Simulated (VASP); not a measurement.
# Zr8N9 (a cell with a defect) in VASP: single point with PBEsol

Aim: the single point of Zr8N9 (a cell with a defect) with PBEsol.

All numbers are computed with VASP 6.6.1; they aren't measurements. Logs are shortened: lines on timing, memory, paths and dates and some standing lists are left out, and cuts for length are marked.

## (1) The cell of the first run

The cell holds a defect, 17 atoms: a = 6.489 Å, b = 6.489 Å, c = 6.489 Å, α = 60.00°, β = 60.00°, γ = 60.00°.

## (2) Single point, PBEsol

Input file INCAR:

```
  PREC = Accurate
  ENCUT = 520
  EDIFF = 1E-6
  ISMEAR = 0
  SIGMA = 0.05
  LREAL = Auto
  LASPH = True
  NELM = 80
  ALGO = Normal
  ISIF = 2
  LWAVE = False
  LCHARG = False
  GGA = PS
  NBANDS = 84
```

Input file KPOINTS:

```
Automatic mesh
0
Gamma
  3 3 3
```

Input file POSCAR:

```
Zr8N9
1.0
    0.0000000000      4.5885310000      4.5885310000
    4.5885310000      0.0000000000      4.5885310000
    4.5885310000      4.5885310000      0.0000000000
Zr N
8 9
Direct
    0.2393961161      0.2505138355      0.2516697610
    0.2181499918      0.2321950097      0.7754019751
    0.2181572926      0.7742132504      0.2333445061
    0.2432624951      0.7443923774      0.7455801214
    0.7336406793      0.2556630869      0.2568275119
    0.7504306934      0.2348550113      0.7668603525
    0.7504620760      0.7656817618      0.2360033091
    0.7337474673      0.7511813694      0.7523612677
   -0.0146150260     -0.0000487084      0.0010891285
   -0.0113795679      0.0001685725      0.5016848530
   -0.0114008165      0.5005074609      0.0013418238
   -0.0207155623      0.5018035184      0.5030052102
    0.4868091771      0.0013902053      0.0025829617
    0.4870157791     -0.0054738652      0.5032865638
    0.4870380085      0.5021142932     -0.0043029022
    0.5658690112      0.5073603077      0.5085016316
    0.3965662431      0.4732674793      0.4744449803
```

Potentials or basis: VASP PAW PBE potentials, release 64 (Zr_sv, N).

Started as:

```bash
$ cat potpaw_PBE.64/Zr_sv/POTCAR potpaw_PBE.64/N/POTCAR > POTCAR
$ mpirun -np 1 vasp_std > vasp.out
```

OUTCAR:

```text
PREC = Accurate
   ENCUT = 520
   EDIFF = 1E-6
   ISMEAR = 0
   LREAL = Auto
   LASPH = True
   NELM = 80
   ISIF = 2
   GGA = PS

 ion  position               nearest neighbor table
   1  0.239  0.251  0.252-  13 2.29  14 2.29  15 2.29  10 2.30  11 2.30  12 2.31   2 3.22   3 3.22
                             6 3.23   7 3.23   5 3.24   4 3.24   4 3.25   5 3.25   7 3.26   6 3.26
   2  0.218  0.232  0.775-  17 2.02   9 2.13  11 2.27  13 2.28  14 2.34  12 2.35   3 2.97   6 3.05
                             5 3.14   4 3.19   1 3.22   8 3.24   8 3.26   1 3.28   4 3.31   5 3.36
   3  0.218  0.774  0.233-  17 2.02   9 2.13  10 2.28  13 2.28  15 2.34  12 2.35   2 2.97   7 3.05
                             5 3.14   4 3.19   1 3.22   8 3.24   8 3.26   1 3.28   4 3.31   5 3.36
   4  0.243  0.744  0.746-  16 2.25  14 2.27  15 2.27  10 2.29  11 2.29   9 2.35  17 2.60   3 3.19
                             2 3.19   7 3.19   6 3.19   8 3.23   1 3.24   1 3.25   8 3.26   6 3.30
   5  0.734  0.256  0.257-  17 2.14  11 2.29  10 2.29  15 2.33  14 2.33   9 2.35  16 2.37   2 3.14
                             3 3.14   6 3.19   7 3.19   1 3.24   8 3.24   8 3.25   1 3.25   7 3.30
   6  0.750  0.235  0.767-  16 2.07   9 2.15  12 2.28  15 2.28  13 2.28  10 2.30   7 3.04   2 3.05
                             4 3.19   5 3.19   1 3.23   8 3.24   8 3.25   1 3.26   5 3.30   4 3.30
   7  0.750  0.766  0.236-  16 2.07   9 2.15  12 2.28  14 2.28  13 2.28  11 2.30   6 3.04   3 3.05
                             4 3.19   5 3.19   1 3.23   8 3.24   8 3.25   1 3.26   5 3.30   4 3.30
   8  0.734  0.751  0.752-  15 2.28  14 2.28  12 2.29  13 2.30  11 2.31  10 2.31   4 3.23   3 3.24
                             2 3.24   7 3.24   6 3.24   5 3.24   5 3.25   6 3.25   7 3.25   2 3.26
   9  0.985  1.000  0.001-   2 2.13   3 2.13   6 2.15   7 2.15   4 2.35   5 2.35
  10  0.989  0.000  0.502-   3 2.28   4 2.29   5 2.29   6 2.30   1 2.30   8 2.31
  11  0.989  0.501  0.001-   2 2.27   4 2.29   5 2.29   7 2.30   1 2.30   8 2.31
  12  0.979  0.502  0.503-   6 2.28   7 2.28   8 2.29   1 2.31   2 2.35   3 2.35
  13  0.487  0.001  0.003-   3 2.28   2 2.28   7 2.28   6 2.28   1 2.29   8 2.30
  14  0.487  0.995  0.503-   4 2.27   8 2.28   7 2.28   1 2.29   5 2.33   2 2.34
  15  0.487  0.502  0.996-   4 2.27   8 2.28   6 2.28   1 2.29   5 2.33   3 2.34
  16  0.566  0.507  0.509-  17 1.36   7 2.07   6 2.07   4 2.25   5 2.37
  17  0.397  0.473  0.474-  16 1.36   2 2.02   3 2.02   5 2.14   4 2.60

  LATTYP: Found a face centered cubic cell.
 ALAT       =     9.1770620000

  Lattice vectors:

 A1 = (   0.0000000000,   4.5885310000,   4.5885310000)
 A2 = (   4.5885310000,   0.0000000000,   4.5885310000)
 A3 = (   4.5885310000,   4.5885310000,   0.0000000000)

Analysis of symmetry for initial positions (statically):
=====================================================================
 Subroutine PRICEL returns:
 Original cell was already a primitive cell.

 Routine SETGRP: Setting up the symmetry group for a
 face centered cubic supercell.

 Subroutine GETGRP returns: Found  1 space group operations
 (whereof  1 operations were pure point group operations)
 out of a pool of 48 trial point group operations.

The static configuration has the point symmetry C_1 .

Analysis of symmetry for dynamics (positions and initial velocities):
=====================================================================
 Subroutine PRICEL returns:
 Original cell was already a primitive cell.

 Routine SETGRP: Setting up the symmetry group for a
 face centered cubic supercell.

 Subroutine GETGRP returns: Found  1 space group operations
 (whereof  1 operations were pure point group operations)
 out of a pool of 48 trial point group operations.

The dynamic configuration has the point symmetry C_1 .

 Subroutine INISYM returns: Found  1 space group operations
 (whereof  1 operations are pure point group operations),
 and found     1 'primitive' translations

----------------------------------------------------------------------------------------

                                     Primitive cell

  volume of cell :     193.2195

  direct lattice vectors                    reciprocal lattice vectors
     0.000000000  4.588531000  4.588531000    -0.108967336  0.108967336  0.108967336
     4.588531000  0.000000000  4.588531000     0.108967336 -0.108967336  0.108967336
     4.588531000  4.588531000  0.000000000     0.108967336  0.108967336 -0.108967336

  length of vectors
     6.489162772  6.489162772  6.489162772     0.188736963  0.188736963  0.188736963

  position of ions in fractional coordinates (direct lattice)
     0.239396116  0.250513836  0.251669761
[... 48 lines left out ...]
    -0.036322445  0.036322445  0.036322445     0.333333333  0.000000000  0.000000000
     0.036322445 -0.036322445  0.036322445     0.000000000  0.333333333  0.000000000
     0.036322445  0.036322445 -0.036322445     0.000000000  0.000000000  0.333333333

  Length of vectors
     0.062912321  0.062912321  0.062912321

  Shift w.r.t. Gamma in fractional coordinates (k-lattice)
     0.000000000  0.000000000  0.000000000

 Subroutine IBZKPT returns following result:
 ===========================================

 Found     14 irreducible k-points:

 Following reciprocal coordinates:
            Coordinates               Weight
  0.000000  0.000000  0.000000      1.000000
  0.333333  0.000000  0.000000      2.000000
  0.000000  0.333333  0.000000      2.000000
  0.000000  0.000000  0.333333      2.000000
  0.333333  0.333333  0.333333      2.000000
  0.333333  0.333333  0.000000      2.000000
  0.000000  0.333333  0.333333      2.000000
  0.333333  0.000000  0.333333      2.000000
 -0.333333  0.333333  0.000000      2.000000
  0.000000 -0.333333  0.333333      2.000000
  0.333333  0.000000 -0.333333      2.000000
  0.333333  0.333333 -0.333333      2.000000
 -0.333333  0.333333 -0.333333      2.000000
  0.333333 -0.333333 -0.333333      2.000000
   k-points           NKPTS =     14   k-points in BZ     NKDIM =     14   number of bands    NBANDS=     84
   number of dos      NEDOS =    301   number of ions     NIONS =     17
   total plane-waves  NPLWV = 110592
   dimension x,y,z NGX =    48 NGY =   48 NGZ =   48
   dimension x,y,z NGXF=    96 NGYF=   96 NGZF=   96
   ions per type =               8   9
   NGX,Y,Z   is equivalent  to a cutoff of  12.30, 12.30, 12.30 a.u.
   NGXF,Y,Z  is equivalent  to a cutoff of  24.59, 24.59, 24.59 a.u.
 SYSTEM =  unknown system
   PREC   = accura    normal or accurate (medium, high low for compatibility)
   ISTART =      0    job   : 0-new  1-cont  2-samecut
   ICHARG =      2    charge: 1-file 2-atom 10-const
   ISPIN  =      1    spin polarized calculation?
   LNONCOLLINEAR =      F non collinear calculations
   LSORBIT =      F    spin-orbit coupling
   LASPH  =      T    aspherical Exc in radial PAW
   ENCUT  =  520.0 eV  38.22 Ry    6.18 a.u.  12.07 12.07 12.07*2*pi/ulx,y,z
   NELM   =     80;   NELMIN=  2; NELMDL= -5     # of ELM steps
   EDIFF  = 0.1E-05   stopping-criterion for ELM
   LREAL  =      T    real-space projection
   EDIFFG = 0.1E-04   stopping-criterion for IOM
   NSW    =      0    number of steps for IOM
[... 5 lines left out ...]
   TEBEG  =    0.0;   TEEND  =   0.0 temperature during run
   PSTRESS=    0.0 pullay stress
   NELECT =     141.0000    total number of electrons
   NUPDOWN=      -1.0000    fix difference up-down
   EMIN   =  10.00;   EMAX   =-10.00  energy-range for DOS
   EFERMI =   0.00;   METHOD = LEGACY
   ISMEAR =     0;   SIGMA  =   0.05  broadening in eV -4-tet -1-fermi 0-gaus
   EFERMI_NEDOS =   21; number of points for ismear=-14 and -15
   IALGO  =     38    algorithm
   IMIX   =      4    mixing-type and parameters
     AMIX     =   0.40;   BMIX     =  1.00
     AMIX_MAG =   1.60;   BMIX_MAG =  1.00
  volume/ion in A,a.u.               =      11.37        76.70
  Fermi-wavevector in a.u.,A,eV,Ry     =   1.473887  2.785243 29.556521  2.172343
  Thomas-Fermi vector in A             =   2.588725
   LORBIT       =      0    0 simple, 1 ext, 2 COOP (PROOUT), +10 PAW based schemes
   GGA     = PS    functional components
   LHFCALC =     F    Hartree Fock is set to
   AEXX    =    0.0000 exact exchange contribution
   IVDW    =     0    specifies the selected vdW correction
   LEPSILON=     F    determine dielectric tensor
   LRPA    =     F    only Hartree local field effects (RPA)
 non-spin polarized calculation
 Gauss-broadening in eV      SIGMA  =   0.05
  energy-cutoff  :      520.00
  volume of cell :      193.22
 maximum number of plane-waves:      5237
   NGX = 25   NGY = 25   NGZ = 25

 number of electron     140.9999997 magnetization

 Free energy of the ion-electron system (eV)
  ---------------------------------------------------
  ext. energy  EPLUGINS =         0.00000000
  ---------------------------------------------------
  free energy    TOTEN  =      -177.29670389 eV

  energy without entropy =     -177.28456343  energy(sigma->0) =     -177.29063366

 E-fermi :  11.9648     XC(G=0): -12.8235

 val. band max:       11.9625083878   @ k =   0.0000   0.0000   0.3333
 cond. band min:      12.1616925683   @ k =   0.3333  -0.3333  -0.3333
 fundamental gap:      0.1991841805
 Fermi energy:        11.9648247829

 k-point     1 :       0.0000    0.0000    0.0000
  band No.  band energies     occupation
      1     -37.4858      2.00000
      2     -37.4021      2.00000
      3     -37.3147      2.00000
      4     -37.2985      2.00000
      5     -36.9342      2.00000
      6     -36.8828      2.00000
[... 1179 lines left out ...]
     81      14.6542      0.00000
     82      14.8139      0.00000
 [bands above 82 left out]

------------------------ aborting loop because EDIFF is reached ----------------------------------------

  FORCE on cell =-STRESS in cart. coord.  units (eV):
  Direction    XX          YY          ZZ          XY          YZ          ZX
  --------------------------------------------------------------------------------------
  -------------------------------------------------------------------------------------
  Total       -2.9051579     20.5522974     20.5589607      0.2999085     -0.1423346      0.2949653
  in kB      -24.0895849    170.4197614    170.4750135      2.4868432     -1.1802395      2.4458538
  external PRESSURE =     105.6017300 kB  Pullay stress =       0.0000000 kB

 VOLUME and BASIS-vectors are now :
 -----------------------------------------------------------------------------
  energy-cutoff  :      520.00
  volume of cell :      193.22
      direct lattice vectors                 reciprocal lattice vectors
     0.000000000  4.588531000  4.588531000    -0.108967336  0.108967336  0.108967336
     4.588531000  0.000000000  4.588531000     0.108967336 -0.108967336  0.108967336
     4.588531000  4.588531000  0.000000000     0.108967336  0.108967336 -0.108967336

 POSITION                                       TOTAL-FORCE (eV/Angst)
 -----------------------------------------------------------------------------------
      2.30429      2.25327      2.24797        -0.071041     -0.059359     -0.059751
      4.62339      4.55894      2.06642        -0.045540     -0.035800     -0.101676
      4.62321      2.07173      4.55352        -0.045424     -0.101377     -0.035566
      6.83678      4.53733      4.53188        -0.061095     -0.015075     -0.014319
      2.35158      4.54479      4.53945         0.031207     -0.049363     -0.049238
      4.59640      6.96214      4.52101        -0.009211      0.051045     -0.030910
[... 9 lines left out ...]
      4.66131      4.92978      4.92455        -0.031533      0.257224      0.256902
      4.34861      3.99666      3.99126         0.387822      0.105607      0.105948
 -----------------------------------------------------------------------------------
    total drift:                               -0.002456     -0.001302      0.000856

  FREE ENERGIE OF THE ION-ELECTRON SYSTEM (eV)
  ---------------------------------------------------
  free  energy   TOTEN  =      -177.2967038868 eV

  energy  without entropy=     -177.2845634309  energy(sigma->0) =     -177.29063366
```

Wall time 16 min (1 thread of Intel Xeon 8259CL, shared host); peak memory 0.4 GiB.

What came out:

```yaml
Free_energy: -177.2967 eV
Pressure: 10.6 GPa
Largest_force: 0.416 eV/Å
Band_gap_on_the_k_mesh: zero (an odd number of electrons rules out a gap without spin polarisation)
```

Forces in eV/Å, atoms in the order of the input:
```
Zr  -0.071 -0.059 -0.060
Zr  -0.046 -0.036 -0.102
Zr  -0.045 -0.101 -0.036
Zr  -0.061 -0.015 -0.014
Zr   0.031 -0.049 -0.049
Zr  -0.009  0.051 -0.031
Zr  -0.010 -0.030  0.051
Zr  -0.008 -0.009 -0.008
N   -0.039 -0.036 -0.037
N   -0.029 -0.023 -0.049
N   -0.028 -0.048 -0.023
N   -0.072  0.041  0.042
N   -0.050 -0.017 -0.016
N    0.040 -0.074  0.045
N    0.041  0.044 -0.075
N   -0.032  0.257  0.257
N    0.388  0.106  0.106
```

Stress tensor (GPa, compression positive):
```
-2.41  0.25  0.24
 0.25 17.04 -0.12
 0.24 -0.12 17.05
```

Caveat: the k points lie up to 0.40 Å⁻¹ apart, too coarse for converged energies and pressures of a metal; the PAW data sets were made with another functional, which shifts forces and pressure a little.

The gap in the log of VASP goes by the Fermi energy; the results here count the filled bands.